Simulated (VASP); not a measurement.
# NbAl6 (Pm-3m) in VASP: single point with PBE

Aim: the single point of NbAl6 with PBE.

Everything below comes from runs of VASP 6.6.1. Logs are shortened: lines on timing, memory, paths and dates and some standing lists are left out, and cuts for length are marked.

## 1. The cell of the first run

It takes space group Pm-3m (No. 221, cubic). Conventional cell: a = 6.156 Å, b = 6.156 Å, c = 6.156 Å, α = 90.00°, β = 90.00°, γ = 90.00°. Within 3.2 Å of Al (site symmetry 4mm) lie 5 Al at 2.43 to 2.63 Å.

## 2. Single point, PBE, collinear spin, ferromagnetic start

INCAR reads:

```
PREC = Accurate ; ENCUT = 520
EDIFF = 1E-6 ; ISMEAR = 0
SIGMA = 0.1 ; LREAL = F
LASPH = T ; NELM = 150
ALGO = Normal ; ISIF = 2
LWAVE = F ; LCHARG = F
ISPIN = 2 ; MAGMOM = 0 0 0 0 0 0 4.1
LORBIT = 11 ; LMAXMIX = 4
GGA = PE ; NBANDS = 28
```

KPOINTS reads:

```
regular mesh
0
Gamma
  6 6 6
```

POSCAR reads:

```
NbAl6
1.0
    6.1562629881      0.0000000000      0.0000000000
    0.0000000000      6.1562629881      0.0000000000
    0.0000000000      0.0000000000      6.1562629881
Al Nb
6 1
Direct
    0.8023686031      0.5000000000      0.5000000000
    0.1976313969      0.5000000000      0.5000000000
    0.5000000000      0.5000000000      0.8023686031
    0.5000000000      0.5000000000      0.1976313969
    0.5000000000      0.1976313969      0.5000000000
    0.5000000000      0.8023686031      0.5000000000
    0.0000000000      0.0000000000      0.0000000000
```

Potentials or basis: VASP PAW PBE potentials, release 64 (Al, Nb_sv).

Command:

```sh
$ cat potpaw_PBE.64/Al/POTCAR potpaw_PBE.64/Nb_sv/POTCAR > POTCAR
$ mpirun -np 1 vasp_std > vasp.out
```

OUTCAR:

```text
PREC = Accurate
   ENCUT = 520
   EDIFF = 1E-6
   ISMEAR = 0
   LREAL = F
   LASPH = T
   NELM = 150
   ISIF = 2
   ISPIN = 2
   LORBIT = 11
   GGA = PE

 ion  position               nearest neighbor table
   1  0.802  0.500  0.500-   2 2.43   3 2.63   4 2.63   5 2.63   6 2.63
   2  0.198  0.500  0.500-   1 2.43   3 2.63   4 2.63   5 2.63   6 2.63
   3  0.500  0.500  0.802-   4 2.43   2 2.63   1 2.63   5 2.63   6 2.63
   4  0.500  0.500  0.198-   3 2.43   2 2.63   1 2.63   5 2.63   6 2.63
   5  0.500  0.198  0.500-   6 2.43   2 2.63   3 2.63   4 2.63   1 2.63
   6  0.500  0.802  0.500-   5 2.43   2 2.63   3 2.63   4 2.63   1 2.63
   7  0.000  0.000  0.000-

  LATTYP: Found a simple cubic cell.
 ALAT       =     6.1562629881

  Lattice vectors:

 A1 = (   6.1562629881,   0.0000000000,   0.0000000000)
 A2 = (   0.0000000000,   6.1562629881,   0.0000000000)
 A3 = (   0.0000000000,   0.0000000000,   6.1562629881)

Analysis of symmetry for initial positions (statically):
=====================================================================
 Subroutine PRICEL returns:
 Original cell was already a primitive cell.

 Routine SETGRP: Setting up the symmetry group for a
 simple cubic supercell.

 Subroutine GETGRP returns: Found 48 space group operations
 (whereof 48 operations were pure point group operations)
 out of a pool of 48 trial point group operations.

The static configuration has the point symmetry O_h .

Analysis of symmetry for dynamics (positions and initial velocities):
=====================================================================
 Subroutine PRICEL returns:
 Original cell was already a primitive cell.

 Routine SETGRP: Setting up the symmetry group for a
 simple cubic supercell.

 Subroutine GETGRP returns: Found 48 space group operations
 (whereof 48 operations were pure point group operations)
 out of a pool of 48 trial point group operations.

The dynamic configuration has the point symmetry O_h .

Analysis of structural, dynamic, and magnetic symmetry:
=====================================================================
 Subroutine PRICEL returns:
 Original cell was already a primitive cell.

 Routine SETGRP: Setting up the symmetry group for a
 simple cubic supercell.

 Subroutine GETGRP returns: Found 48 space group operations
 (whereof 48 operations were pure point group operations)
 out of a pool of 48 trial point group operations.

The overall configuration has the point symmetry O_h .

 Subroutine INISYM returns: Found 48 space group operations
 (whereof 48 operations are pure point group operations),
 and found     1 'primitive' translations

----------------------------------------------------------------------------------------

                                     Primitive cell

  volume of cell :     233.3197

  direct lattice vectors                    reciprocal lattice vectors
     6.156262988  0.000000000  0.000000000     0.162436206  0.000000000  0.000000000
     0.000000000  6.156262988  0.000000000     0.000000000  0.162436206  0.000000000
     0.000000000  0.000000000  6.156262988     0.000000000  0.000000000  0.162436206

  length of vectors
     6.156262988  6.156262988  6.156262988     0.162436206  0.162436206  0.162436206

  position of ions in fractional coordinates (direct lattice)
     0.802368603  0.500000000  0.500000000
     0.197631397  0.500000000  0.500000000
     0.500000000  0.500000000  0.802368603
     0.500000000  0.500000000  0.197631397
     0.500000000  0.197631397  0.500000000
     0.500000000  0.802368603  0.500000000
     0.000000000  0.000000000  0.000000000

  ion indices of the primitive-cell ions
   primitive index   ion index
                 1           1
                 2           2
                 3           3
                 4           4
                 5           5
                 6           6
                 7           7

----------------------------------------------------------------------------------------

[... 23 lines left out ...]

 Following reciprocal coordinates:
            Coordinates               Weight
  0.000000  0.000000  0.000000      1.000000
  0.166667  0.000000  0.000000      6.000000
  0.333333  0.000000  0.000000      6.000000
  0.500000  0.000000  0.000000      3.000000
  0.166667  0.166667  0.000000     12.000000
  0.333333  0.166667  0.000000     24.000000
[... 12 lines left out ...]
  0.500000  0.500000  0.333333      6.000000
  0.500000  0.500000  0.500000      1.000000
   k-points           NKPTS =     20   k-points in BZ     NKDIM =     20   number of bands    NBANDS=     28
   number of dos      NEDOS =    301   number of ions     NIONS =      7
   total plane-waves  NPLWV = 110592
   dimension x,y,z NGX =    48 NGY =   48 NGZ =   48
   dimension x,y,z NGXF=    96 NGYF=   96 NGZF=   96
   ions per type =               6   1
   NGX,Y,Z   is equivalent  to a cutoff of  12.96, 12.96, 12.96 a.u.
   NGXF,Y,Z  is equivalent  to a cutoff of  25.92, 25.92, 25.92 a.u.
 SYSTEM =  unknown system
   PREC   = accura    normal or accurate (medium, high low for compatibility)
   ISTART =      0    job   : 0-new  1-cont  2-samecut
   ICHARG =      2    charge: 1-file 2-atom 10-const
   ISPIN  =      2    spin polarized calculation?
   LNONCOLLINEAR =      F non collinear calculations
   LSORBIT =      F    spin-orbit coupling
   LASPH  =      T    aspherical Exc in radial PAW
   ENCUT  =  520.0 eV  38.22 Ry    6.18 a.u.  11.45 11.45 11.45*2*pi/ulx,y,z
   NELM   =    150;   NELMIN=  2; NELMDL= -5     # of ELM steps
   EDIFF  = 0.1E-05   stopping-criterion for ELM
   LREAL  =      F    real-space projection
[... 7 lines left out ...]
   TEBEG  =    0.0;   TEEND  =   0.0 temperature during run
   PSTRESS=    0.0 pullay stress
   NELECT =      31.0000    total number of electrons
   NUPDOWN=      -1.0000    fix difference up-down
   EMIN   =  10.00;   EMAX   =-10.00  energy-range for DOS
   EFERMI =   0.00;   METHOD = LEGACY
   ISMEAR =     0;   SIGMA  =   0.10  broadening in eV -4-tet -1-fermi 0-gaus
   EFERMI_NEDOS =   21; number of points for ismear=-14 and -15
   IALGO  =     38    algorithm
   IMIX   =      4    mixing-type and parameters
     AMIX     =   0.40;   BMIX     =  1.00
     AMIX_MAG =   1.60;   BMIX_MAG =  1.00
  volume/ion in A,a.u.               =      33.33       224.93
  Fermi-wavevector in a.u.,A,eV,Ry     =   0.835369  1.578618  9.494703  0.697841
  Thomas-Fermi vector in A             =   1.948916
   LORBIT       =     11    0 simple, 1 ext, 2 COOP (PROOUT), +10 PAW based schemes
   GGA     = PE    functional components
   LHFCALC =     F    Hartree Fock is set to
   AEXX    =    0.0000 exact exchange contribution
   IVDW    =     0    specifies the selected vdW correction
   LEPSILON=     F    determine dielectric tensor
   LRPA    =     F    only Hartree local field effects (RPA)
 spin polarized calculation
 Gauss-broadening in eV      SIGMA  =   0.10
  energy-cutoff  :      520.00
  volume of cell :      233.32
 maximum number of plane-waves:      6355
 NGX is ok and might be reduce to    48
   NGX = 23   NGY = 23   NGZ = 23

 number of electron      30.9999996 magnetization       3.4975705

 Free energy of the ion-electron system (eV)
  ---------------------------------------------------
  ext. energy  EPLUGINS =         0.00000000
  ---------------------------------------------------
  free energy    TOTEN  =       -23.52913958 eV

  energy without entropy =      -23.48250604  energy(sigma->0) =      -23.50582281

 E-fermi :   2.1027     XC(G=0):  -7.5275

 val. band max:        2.1005632459   @ k =   0.5000   0.1667   0.1667
 cond. band min:       2.1194424363   @ k =   0.3333   0.1667   0.0000
 fundamental gap:      0.0188791903
 Fermi energy:         2.1027422449

 spin component 1

 k-point     1 :       0.0000    0.0000    0.0000
  band No.  band energies     occupation
      1     -53.4756      1.00000
      2     -29.6887      1.00000
      3     -29.6887      1.00000
      4     -29.6887      1.00000
      5      -6.3177      1.00000
      6      -1.6845      1.00000
[... 589 lines left out ...]
     26       6.3266      0.00000
     27       6.3341      0.00000
 Fermi energy:         2.1027422449

 spin component 2

 k-point     1 :       0.0000    0.0000    0.0000
  band No.  band energies     occupation
      1     -51.6564      1.00000
      2     -27.6036      1.00000
      3     -27.6036      1.00000
      4     -27.6036      1.00000
      5      -6.4161      1.00000
      6      -1.8325      1.00000
[... 589 lines left out ...]
     26       6.2637      0.00000
     27       6.8258      0.00000
 [bands above 27 left out]

------------------------ aborting loop because EDIFF is reached ----------------------------------------

  FORCE on cell =-STRESS in cart. coord.  units (eV):
  Direction    XX          YY          ZZ          XY          YZ          ZX
  --------------------------------------------------------------------------------------
  -------------------------------------------------------------------------------------
  Total       -0.0298448     -0.0298448     -0.0298448      0.0000000      0.0000000     -0.0000000
  in kB       -0.2049405     -0.2049405     -0.2049405      0.0000000      0.0000000     -0.0000000
  external PRESSURE =      -0.2049405 kB  Pullay stress =       0.0000000 kB

 VOLUME and BASIS-vectors are now :
 -----------------------------------------------------------------------------
  energy-cutoff  :      520.00
  volume of cell :      233.32
      direct lattice vectors                 reciprocal lattice vectors
     6.156262988  0.000000000  0.000000000     0.162436206  0.000000000  0.000000000
     0.000000000  6.156262988  0.000000000     0.000000000  0.162436206  0.000000000
     0.000000000  0.000000000  6.156262988     0.000000000  0.000000000  0.162436206

 POSITION                                       TOTAL-FORCE (eV/Angst)
 -----------------------------------------------------------------------------------
      4.93959      3.07813      3.07813        -0.000980      0.000000      0.000000
      1.21667      3.07813      3.07813         0.000980     -0.000000      0.000000
      3.07813      3.07813      4.93959        -0.000000     -0.000000     -0.000980
      3.07813      3.07813      1.21667         0.000000     -0.000000      0.000980
      3.07813      1.21667      3.07813        -0.000000      0.000980      0.000000
      3.07813      4.93959      3.07813         0.000000     -0.000980      0.000000
      0.00000      0.00000      0.00000         0.000000      0.000000      0.000000
 -----------------------------------------------------------------------------------
    total drift:                               -0.000000      0.000000     -0.000000

  FREE ENERGIE OF THE ION-ELECTRON SYSTEM (eV)
  ---------------------------------------------------
  free  energy   TOTEN  =       -23.5291395751 eV

  energy  without entropy=      -23.4825060384  energy(sigma->0) =      -23.50582281

 total charge

# of ion       s       p       d       tot
------------------------------------------
    1        0.450   0.376   0.000   0.826
    2        0.450   0.376   0.000   0.826
    3        0.450   0.376   0.000   0.826
    4        0.450   0.376   0.000   0.826
    5        0.450   0.376   0.000   0.826
    6        0.450   0.376   0.000   0.826
    7        2.092   5.865   2.667  10.624
--------------------------------------------------
tot          4.795   8.118   2.667  15.579

 magnetization (x)

# of ion       s       p       d       tot
------------------------------------------
    1        0.003  -0.026   0.000  -0.022
    2        0.003  -0.026   0.000  -0.022
    3        0.003  -0.026   0.000  -0.022
    4        0.003  -0.026   0.000  -0.022
    5        0.003  -0.026   0.000  -0.022
    6        0.003  -0.026   0.000  -0.022
    7        0.081   0.011   2.606   2.698
--------------------------------------------------
tot          0.101  -0.143   2.606   2.564
```

Wall time 4.8 min (1 thread of AMD EPYC 7R43 (Zen 3), shared host); peak memory 0.45 GiB.

Results:

- Free energy: -23.5291 eV
- Pressure: 0.0 GPa
- Net moment: 3.50 μB per cell
- Site moments: Al -0.02; Nb +2.70 μB
- Valence electrons inside the program's atomic spheres: Al 0.83; Nb 10.62
